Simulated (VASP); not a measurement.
# KCaCl3 (P4/mmm) in VASP: notebook, part 3 of 3

VASP 6.6.1.

## Step 5: Single point, LDA

This run uses another cell than the first one, of the same volume but with other edges.

File INCAR:

```
SYSTEM = KCaCl3
  ALGO = Normal
  EDIFF = 1E-7
  ENCUT = 520
  GGA = CA
  ISIF = 2
  ISMEAR = 0
  LASPH = .TRUE.
  LCHARG = .FALSE.
  LREAL = .FALSE.
  LWAVE = .FALSE.
  NBANDS = 28
  NELM = 80
  PREC = Accurate
  SIGMA = 0.05
```

File KPOINTS:

```
k-points
0
G
  6 6 6
  0 0 0
```

File POSCAR:

```
KCaCl3
1.0
    4.7116763289      0.0000000000      0.0000000000
    0.0000000000      4.7116763289      0.0000000000
    0.0000000000      0.0000000000      7.0675144934
K Ca Cl
1 1 3
Direct
    0.0000000000      0.0000000000      0.0000000000
    0.5000000000      0.5000000000      0.5000000000
    0.0000000000      0.5000000000      0.5000000000
    0.5000000000      0.0000000000      0.5000000000
    0.5000000000      0.5000000000      0.0000000000
```

Potentials or basis: VASP PAW LDA potentials, release 64 (K_sv, Ca_sv, Cl).

Launch:

```sh
$ cat potpaw_LDA.64/K_sv/POTCAR potpaw_LDA.64/Ca_sv/POTCAR potpaw_LDA.64/Cl/POTCAR > POTCAR
$ mpirun -np 1 vasp_std > vasp.out
```

OUTCAR:

```text
SYSTEM = KCaCl3
   EDIFF = 1E-7
   ENCUT = 520
   GGA = CA
   ISIF = 2
   ISMEAR = 0
   LASPH = .TRUE.
   LREAL = .FALSE.
   NELM = 80
   PREC = Accurate

 ion  position               nearest neighbor table
   1  0.000  0.000  0.000-
   2  0.500  0.500  0.500-   3 2.36   4 2.36   4 2.36   3 2.36
   3  0.000  0.500  0.500-   2 2.36   2 2.36
   4  0.500  0.000  0.500-   2 2.36   2 2.36
   5  0.500  0.500  0.000-

  LATTYP: Found a simple tetragonal cell.
 ALAT       =     4.7116763289
 C/A-ratio  =     1.5000000000

  Lattice vectors:

 A1 = (   4.7116763289,   0.0000000000,   0.0000000000)
 A2 = (   0.0000000000,   4.7116763289,   0.0000000000)
 A3 = (   0.0000000000,   0.0000000000,   7.0675144934)

Analysis of symmetry for initial positions (statically):
=====================================================================
 Subroutine PRICEL returns:
 Original cell was already a primitive cell.

 Routine SETGRP: Setting up the symmetry group for a
 simple tetragonal supercell.

 Subroutine GETGRP returns: Found 16 space group operations
 (whereof 16 operations were pure point group operations)
 out of a pool of 16 trial point group operations.

The static configuration has the point symmetry D_4h.

Analysis of symmetry for dynamics (positions and initial velocities):
=====================================================================
 Subroutine PRICEL returns:
 Original cell was already a primitive cell.

 Routine SETGRP: Setting up the symmetry group for a
 simple tetragonal supercell.

 Subroutine GETGRP returns: Found 16 space group operations
 (whereof 16 operations were pure point group operations)
 out of a pool of 16 trial point group operations.

The dynamic configuration has the point symmetry D_4h.

 Subroutine INISYM returns: Found 16 space group operations
 (whereof 16 operations are pure point group operations),
 and found     1 'primitive' translations

----------------------------------------------------------------------------------------

                                     Primitive cell

  volume of cell :     156.8981

  direct lattice vectors                    reciprocal lattice vectors
     4.711676329  0.000000000  0.000000000     0.212238688  0.000000000  0.000000000
     0.000000000  4.711676329  0.000000000     0.000000000  0.212238688  0.000000000
     0.000000000  0.000000000  7.067514493     0.000000000  0.000000000  0.141492458

  length of vectors
     4.711676329  4.711676329  7.067514493     0.212238688  0.212238688  0.141492458

  position of ions in fractional coordinates (direct lattice)
     0.000000000  0.000000000  0.000000000
     0.500000000  0.500000000  0.500000000
     0.000000000  0.500000000  0.500000000
     0.500000000  0.000000000  0.500000000
     0.500000000  0.500000000  0.000000000

  ion indices of the primitive-cell ions
   primitive index   ion index
                 1           1
                 2           2
                 3           3
[... 22 lines left out ...]
     0.000000000  0.000000000  0.000000000

 Subroutine IBZKPT returns following result:
 ===========================================

 Found     40 irreducible k-points:

 Following reciprocal coordinates:
            Coordinates               Weight
  0.000000  0.000000  0.000000      1.000000
  0.166667  0.000000  0.000000      4.000000
  0.333333  0.000000  0.000000      4.000000
  0.500000  0.000000  0.000000      2.000000
  0.166667  0.166667  0.000000      4.000000
  0.333333  0.166667  0.000000      8.000000
[... 16 lines left out ...]
  0.333333  0.000000  0.333333      8.000000
  0.500000  0.000000  0.333333      4.000000
 [... further k-points ...]
   k-points           NKPTS =     40   k-points in BZ     NKDIM =     40   number of bands    NBANDS=     28
   number of dos      NEDOS =    301   number of ions     NIONS =      5
   total plane-waves  NPLWV =  69984
   dimension x,y,z NGX =    36 NGY =   36 NGZ =   54
   dimension x,y,z NGXF=    72 NGYF=   72 NGZF=  108
   ions per type =               1   1   3
   NGX,Y,Z   is equivalent  to a cutoff of  12.70, 12.70, 12.70 a.u.
   NGXF,Y,Z  is equivalent  to a cutoff of  25.40, 25.40, 25.40 a.u.
 SYSTEM =  KCaCl3
   PREC   = accura    normal or accurate (medium, high low for compatibility)
   ISTART =      0    job   : 0-new  1-cont  2-samecut
   ICHARG =      2    charge: 1-file 2-atom 10-const
   ISPIN  =      1    spin polarized calculation?
   LNONCOLLINEAR =      F non collinear calculations
   LSORBIT =      F    spin-orbit coupling
   LASPH  =      T    aspherical Exc in radial PAW
   ENCUT  =  520.0 eV  38.22 Ry    6.18 a.u.   8.76  8.76 13.14*2*pi/ulx,y,z
   NELM   =     80;   NELMIN=  2; NELMDL= -5     # of ELM steps
   EDIFF  = 0.1E-06   stopping-criterion for ELM
   LREAL  =      F    real-space projection
   EDIFFG = 0.1E-05   stopping-criterion for IOM
   NSW    =      0    number of steps for IOM
   IBRION =     -1    ionic relax: 0-MD 1-quasi-New 2-CG
   NFREE  =      0    steps in history (QN), initial steepest desc. (CG)
   ISIF   =      2    stress and relaxation
   ISYM   =      2    0-nonsym 1-usesym 2-fastsym
   POTIM  = 0.5000    time-step for ionic-motion
   TEBEG  =    0.0;   TEEND  =   0.0 temperature during run
   PSTRESS=    0.0 pullay stress
   NELECT =      40.0000    total number of electrons
   NUPDOWN=      -1.0000    fix difference up-down
   EMIN   =  10.00;   EMAX   =-10.00  energy-range for DOS
   EFERMI =   0.00;   METHOD = LEGACY
   ISMEAR =     0;   SIGMA  =   0.05  broadening in eV -4-tet -1-fermi 0-gaus
   EFERMI_NEDOS =   21; number of points for ismear=-14 and -15
   IALGO  =     38    algorithm
   IMIX   =      4    mixing-type and parameters
     AMIX     =   0.40;   BMIX     =  1.00
     AMIX_MAG =   1.60;   BMIX_MAG =  1.00
  volume/ion in A,a.u.               =      31.38       211.76
  Fermi-wavevector in a.u.,A,eV,Ry     =   1.038060  1.961648 14.661199  1.077568
  Thomas-Fermi vector in A             =   2.172526
   LORBIT       =      0    0 simple, 1 ext, 2 COOP (PROOUT), +10 PAW based schemes
   GGA     = CA    functional components
   LHFCALC =     F    Hartree Fock is set to
   AEXX    =    0.0000 exact exchange contribution
   IVDW    =     0    specifies the selected vdW correction
   LEPSILON=     F    determine dielectric tensor
   LRPA    =     F    only Hartree local field effects (RPA)
 non-spin polarized calculation
 Gauss-broadening in eV      SIGMA  =   0.05
  energy-cutoff  :      520.00
  volume of cell :      156.90
 maximum number of plane-waves:      4256
 NGX is ok and might be reduce to    36

 number of electron      39.9999993 magnetization

 Free energy of the ion-electron system (eV)
  ---------------------------------------------------
  ext. energy  EPLUGINS =         0.00000000
  ---------------------------------------------------
  free energy    TOTEN  =       -19.37162777 eV

  energy without entropy =      -19.37162777  energy(sigma->0) =      -19.37162777

 E-fermi :  -0.4803     XC(G=0):  -7.9630

 val. band max:       -0.8339856618   @ k =   0.5000   0.5000   0.5000
 cond. band min:       2.5758802095   @ k =   0.0000   0.0000   0.0000
 fundamental gap:      3.4098658713
 Fermi energy:        -0.4803375875

 k-point     1 :       0.0000    0.0000    0.0000
  band No.  band energies     occupation
      1     -38.3915      2.00000
      2     -29.1806      2.00000
      3     -20.0130      2.00000
      4     -20.0130      2.00000
      5     -19.7965      2.00000
      6     -14.6532      2.00000
[... 733 lines left out ...]
     27       6.8945      0.00000
     28       6.9243      0.00000

 [... further k-points ...]

------------------------ aborting loop because EDIFF is reached ----------------------------------------

  FORCE on cell =-STRESS in cart. coord.  units (eV):
  Direction    XX          YY          ZZ          XY          YZ          ZX
  --------------------------------------------------------------------------------------
  -------------------------------------------------------------------------------------
  Total        9.1224308      9.1224308     -3.8914153      0.0000000     -0.0000000      0.0000000
  in kB       93.1544386     93.1544386    -39.7375017      0.0000000     -0.0000000      0.0000000
  external PRESSURE =      48.8571252 kB  Pullay stress =       0.0000000 kB

 VOLUME and BASIS-vectors are now :
 -----------------------------------------------------------------------------
  energy-cutoff  :      520.00
  volume of cell :      156.90
      direct lattice vectors                 reciprocal lattice vectors
     4.711676329  0.000000000  0.000000000     0.212238688  0.000000000  0.000000000
     0.000000000  4.711676329  0.000000000     0.000000000  0.212238688  0.000000000
     0.000000000  0.000000000  7.067514493     0.000000000  0.000000000  0.141492458

 POSITION                                       TOTAL-FORCE (eV/Angst)
 -----------------------------------------------------------------------------------
      0.00000      0.00000      0.00000         0.000000      0.000000      0.000000
      2.35584      2.35584      3.53376         0.000000      0.000000      0.000000
      0.00000      2.35584      3.53376         0.000000      0.000000      0.000000
      2.35584      0.00000      3.53376         0.000000      0.000000      0.000000
      2.35584      2.35584      0.00000         0.000000      0.000000      0.000000
 -----------------------------------------------------------------------------------
    total drift:                                0.000000      0.000000      0.000000

  FREE ENERGIE OF THE ION-ELECTRON SYSTEM (eV)
  ---------------------------------------------------
  free  energy   TOTEN  =       -19.3716277680 eV

  energy  without entropy=      -19.3716277680  energy(sigma->0) =      -19.37162777
```

OSZICAR:

```text
N       E                     dE             d eps       ncg     rms          rms(c)
DAV:   1     0.344624669416E+03    0.34462E+03   -0.18355E+04  2240   0.128E+03
DAV:   2     0.880205246160E+01   -0.33582E+03   -0.32757E+03  2836   0.332E+02
DAV:   3    -0.195492132809E+02   -0.28351E+02   -0.28227E+02  3280   0.877E+01
DAV:   4    -0.204660965117E+02   -0.91688E+00   -0.91378E+00  3948   0.148E+01
DAV:   5    -0.204859720218E+02   -0.19876E-01   -0.19873E-01  3248   0.141E+00    0.597E+00
DAV:   6    -0.196086771085E+02    0.87729E+00   -0.14291E+00  2640   0.447E+00    0.411E+00
DAV:   7    -0.193969265429E+02    0.21175E+00   -0.47233E-01  3024   0.313E+00    0.202E+00
DAV:   8    -0.193740606616E+02    0.22866E-01   -0.73386E-02  3432   0.158E+00    0.299E-01
DAV:   9    -0.193729502440E+02    0.11104E-02   -0.83306E-03  3284   0.509E-01    0.151E-01
DAV:  10    -0.193719546404E+02    0.99560E-03   -0.14907E-03  3144   0.225E-01    0.604E-02
DAV:  11    -0.193716946085E+02    0.26003E-03   -0.44243E-04  3136   0.112E-01    0.295E-02
DAV:  12    -0.193716295869E+02    0.65022E-04   -0.12264E-04  3524   0.566E-02    0.134E-02
DAV:  13    -0.193716275151E+02    0.20719E-05   -0.20681E-05  3308   0.231E-02    0.400E-03
DAV:  14    -0.193716276923E+02   -0.17729E-06   -0.24023E-06  3284   0.832E-03    0.292E-03
DAV:  15    -0.193716277680E+02   -0.75671E-07   -0.50808E-07  2828   0.327E-03
   1 F= -.19371628E+02 E0= -.19371628E+02  d E =-.143163E-24
```

stdout:

```text
POSCAR found type information on POSCAR K CaCl
 POSCAR found :  3 types and       5 ions
 scaLAPACK will be used
 LDA part: xc-table for (Slater(with rela. corr.)+CA(PZ))
 , standard interpolation
 POSCAR, INCAR and KPOINTS ok, starting setup
 FFT: planning ... GRIDC
 FFT: planning ... GRID_SOFT
 FFT: planning ... GRID
 WAVECAR not read
 entering main loop
```

It took 71 s on 1 thread of Intel Xeon 6975P-C (Granite Rapids), shared host; peak memory 0.31 GiB.

What came out:

```
Free energy            : -19.3716 eV
Pressure               : 4.9 GPa
Band gap on the k mesh : 3.41 eV (least direct gap 3.91 eV)
```

Levels at points of the mesh, in eV from the valence-band top:
```csv
k point,band 17,band 18,band 19,band 20,band 21,band 22,band 23,band 24
"(0.00, 0.00, 0.00)",-0.88,-0.84,-0.50,-0.50,3.41,4.75,5.01,5.01
"(0.50, 0.00, 0.00)",-1.40,-1.36,-0.96,-0.87,4.78,5.29,5.97,6.74
"(0.50, 0.50, 0.00)",-1.19,-1.19,-1.11,0.00,5.43,6.63,6.90,6.90
"(0.00, 0.00, 0.50)",-0.91,-0.91,-0.50,-0.50,4.76,4.80,5.24,5.24
"(0.50, 0.00, 0.50)",-1.31,-1.24,-1.20,-1.02,5.43,5.92,6.31,6.45
"(0.50, 0.50, 0.50)",-1.14,-1.02,-1.02,0.00,5.64,6.16,6.16,6.43
```

Caveat: the stress differs along the axes, from -4 to 9 GPa.

## Step 6: Single point, LDA

This run uses another cell than the first one, of the same volume but with other edges.

File INCAR:

```
ALGO     = Normal         # electronic algorithm
EDIFF    = 1E-7           # SCF threshold, eV
ENCUT    = 520            # plane-wave cutoff, eV
GGA      = CA             # functional
ISIF     = 2              # what is computed and relaxed
ISMEAR   = 0              # smearing method
LASPH    = T              # aspherical terms in the spheres
LCHARG   = T              # write CHGCAR
LELF     = T              # ELF
LREAL    = F              # projectors in reciprocal space
LVHAR    = T            
LWAVE    = F              # write WAVECAR
NBANDS   = 28             # bands
NELM     = 100            # most SCF steps
PREC     = Accurate       # precision mode
SIGMA    = 0.05           # smearing width, eV
```

File KPOINTS:

```
k-points
0
Gamma
  6 6 6
```

POSCAR: that of step 5 with these lines changed.

```diff
@@ -2,5 +2,5 @@
 1.0
-    4.7116763289      0.0000000000      0.0000000000
-    0.0000000000      4.7116763289      0.0000000000
-    0.0000000000      0.0000000000      7.0675144934
+    5.3065154788      0.0000000000      0.0000000000
+    0.0000000000      5.3065154788      0.0000000000
+    0.0000000000      0.0000000000      5.5718412527
 K Ca Cl
```

Potentials or basis: VASP PAW LDA potentials, release 64 (K_sv, Ca_sv, Cl).

Launch:

```sh
$ cat potpaw_LDA.64/K_sv/POTCAR potpaw_LDA.64/Ca_sv/POTCAR potpaw_LDA.64/Cl/POTCAR > POTCAR
$ mpirun -np 1 vasp_std > vasp.out
```

OUTCAR:

```text
EDIFF = 1E-7
   ENCUT = 520
   GGA = CA
   ISIF = 2
   ISMEAR = 0
   LASPH = T
   LREAL = F
   NELM = 100
   PREC = Accurate

 ion  position               nearest neighbor table
   1  0.000  0.000  0.000-
   2  0.500  0.500  0.500-   3 2.65   4 2.65   4 2.65   3 2.65   5 2.79   5 2.79
   3  0.000  0.500  0.500-   2 2.65   2 2.65
   4  0.500  0.000  0.500-   2 2.65   2 2.65
   5  0.500  0.500  0.000-   2 2.79   2 2.79
[... 948 lines left out ...]
  Direction    XX          YY          ZZ          XY          YZ          ZX
  --------------------------------------------------------------------------------------
  -------------------------------------------------------------------------------------
  Total       -1.8254011     -1.8254011     -3.6383646      0.0000000     -0.0000000      0.0000000
  in kB      -18.6402305    -18.6402305    -37.1534536      0.0000000     -0.0000000      0.0000000
  external PRESSURE =     -24.8113048 kB  Pullay stress =       0.0000000 kB

 VOLUME and BASIS-vectors are now :
 -----------------------------------------------------------------------------
  energy-cutoff  :      520.00
  volume of cell :      156.90
      direct lattice vectors                 reciprocal lattice vectors
     5.306515479  0.000000000  0.000000000     0.188447580  0.000000000  0.000000000
     0.000000000  5.306515479  0.000000000     0.000000000  0.188447580  0.000000000
     0.000000000  0.000000000  5.571841253     0.000000000  0.000000000  0.179473886

 POSITION                                       TOTAL-FORCE (eV/Angst)
 -----------------------------------------------------------------------------------
      0.00000      0.00000      0.00000         0.000000      0.000000      0.000000
      2.65326      2.65326      2.78592         0.000000      0.000000      0.000000
      0.00000      2.65326      2.78592         0.000000      0.000000      0.000000
      2.65326      0.00000      2.78592         0.000000      0.000000      0.000000
      2.65326      2.65326      0.00000         0.000000      0.000000      0.000000
 -----------------------------------------------------------------------------------
    total drift:                                0.000000      0.000000     -0.000000

  FREE ENERGIE OF THE ION-ELECTRON SYSTEM (eV)
  ---------------------------------------------------
  free  energy   TOTEN  =       -21.0742264798 eV

  energy  without entropy=      -21.0742264798  energy(sigma->0) =      -21.07422648
```

OSZICAR:

```text
N       E                     dE             d eps       ncg     rms          rms(c)
DAV:   1     0.338837489617E+03    0.33884E+03   -0.18368E+04  2240   0.128E+03
DAV:   2     0.613342596841E+01   -0.33270E+03   -0.32460E+03  2852   0.334E+02
DAV:   3    -0.209126723669E+02   -0.27046E+02   -0.26949E+02  3312   0.865E+01
DAV:   4    -0.217539471637E+02   -0.84127E+00   -0.83901E+00  4012   0.144E+01
DAV:   5    -0.217788749189E+02   -0.24928E-01   -0.24926E-01  3272   0.143E+00    0.523E+00
DAV:   6    -0.212269740927E+02    0.55190E+00   -0.10171E+00  2548   0.365E+00    0.358E+00
DAV:   7    -0.210987780148E+02    0.12820E+00   -0.29286E-01  3344   0.225E+00    0.164E+00
DAV:   8    -0.210755128511E+02    0.23265E-01   -0.46218E-02  3372   0.123E+00    0.243E-01
DAV:   9    -0.210745389518E+02    0.97390E-03   -0.53872E-03  3432   0.397E-01    0.121E-01
DAV:  10    -0.210742569076E+02    0.28204E-03   -0.81075E-04  3524   0.154E-01    0.346E-02
DAV:  11    -0.210742257860E+02    0.31122E-04   -0.12149E-04  3384   0.675E-02    0.102E-02
DAV:  12    -0.210742261076E+02   -0.32155E-06   -0.13841E-05  3648   0.169E-02    0.514E-03
DAV:  13    -0.210742264717E+02   -0.36410E-06   -0.11340E-06  3312   0.607E-03    0.205E-03
DAV:  14    -0.210742264798E+02   -0.80909E-08   -0.15216E-07  2508   0.222E-03
   1 F= -.21074226E+02 E0= -.21074226E+02  d E =-.875289E-14
```

stdout:

```text
POSCAR found type information on POSCAR K CaCl
 POSCAR found :  3 types and       5 ions
 scaLAPACK will be used
 LDA part: xc-table for (Slater(with rela. corr.)+CA(PZ))
 , standard interpolation
 POSCAR, INCAR and KPOINTS ok, starting setup
 FFT: planning ... GRIDC
 FFT: planning ... GRID_SOFT
 FFT: planning ... GRID
 WAVECAR not read
 entering main loop
```

Wall time 62 s (1 thread of Intel Xeon 6975P-C (Granite Rapids), shared host); peak memory 0.31 GiB.

What came out:

```
Free energy            : -21.0742 eV
Pressure               : -2.5 GPa
Band gap on the k mesh : 4.30 eV (least direct gap 4.63 eV)
```

 A k mesh can miss the band edges.

## Step 7: Summary

| cell | gap on the mesh (eV) | pressure (GPa) |
| --- | --- | --- |
| a = 5.546, b = 5.546, c = 5.102 Å, 5 atoms | 4.32 | -2.2 |
| a = 5.225, b = 5.225, c = 5.747 Å, 5 atoms | 4.23 | -2.2 |
| a = 6.226, b = 6.226, c = 4.047 Å, 5 atoms | 2.66 | 10.2 |
| a = 4.712, b = 4.712, c = 7.068 Å, 5 atoms | 3.41 | 4.9 |
| a = 5.307, b = 5.307, c = 5.572 Å, 5 atoms | 4.30 | -2.5 |

Alike in all rows: task single point; level LDA; potentials or basis VASP PAW LDA potentials, release 64 (K_sv, Ca_sv, Cl); no spin polarisation; k mesh 6 × 6 × 6; cutoff (eV) 520; smearing gaussian 0.05 eV.

Caveats: the stress differs along the axes, from -6 to 43 GPa (at least some runs); the stress differs along the axes, from -4 to 9 GPa (at least some runs).

Absolute energies hang on the potentials; compare differences alone.
